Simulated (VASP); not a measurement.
## Y: single point with PBE

Crystal: Y.

```
Y
1.0
     3.56021    0.00000    0.00000
    -1.78011    3.08323    0.00000
     0.00000    0.00000    5.74740
Y
2
Direct
  0.33333 0.66667 0.25000
  0.66667 0.33333 0.75000
```

This cell differs from its parent crystal: strain -0.025 along x and y, +0.000 along z.

| Quantity | Value |
| --- | --- |
| Program | VASP 6.6.1 |
| Task | single point |
| Functional | PBE |
| Potentials or basis | VASP PAW PBE potentials, release 64 (Y_sv) |
| Cutoff | 520 eV |
| k mesh | 18 × 18 × 8 |
| Occupations | gaussian, width 0.15 eV |
| Spin | no spin polarisation |

```json
{
 "Pressure": "1.6 GPa",
 "Band gap on the k mesh": "zero (band 11 reaches 4.06 eV, above the bottom of band 12 at 2.81 eV)"
}
```

Stress tensor (GPa, compression positive):
```
2.34 0.00 0.00
0.00 2.34 0.00
0.00 0.00 0.21
```

Levels at points of the mesh, in eV from the Fermi level:
```
           k point  band 8  band 9  band 10  band 11  band 12  band 13  band 14  band 15
(0.00, 0.00, 0.00)  -22.26   -4.76    -1.97     0.82     1.82     1.82     1.89     2.40
(0.50, 0.00, 0.00)  -22.35   -1.67    -1.26    -0.93     0.03     1.33     1.63     2.02
(0.00, 0.00, 0.50)  -22.31   -3.34    -3.34     0.85     0.85     1.78     1.78     1.78
(0.50, 0.00, 0.50)  -22.42   -1.72    -1.72     0.00     0.00     1.49     1.49     2.95
```

Run time: 3.2 min on 1 thread of Intel(R) Xeon(R) Platinum 8488C (Sapphire Rapids), with other jobs on the host, peak memory 0.34 GiB.

Caveat: the cell differs from its parent crystal (strain -0.025 along x and y, +0.000 along z).
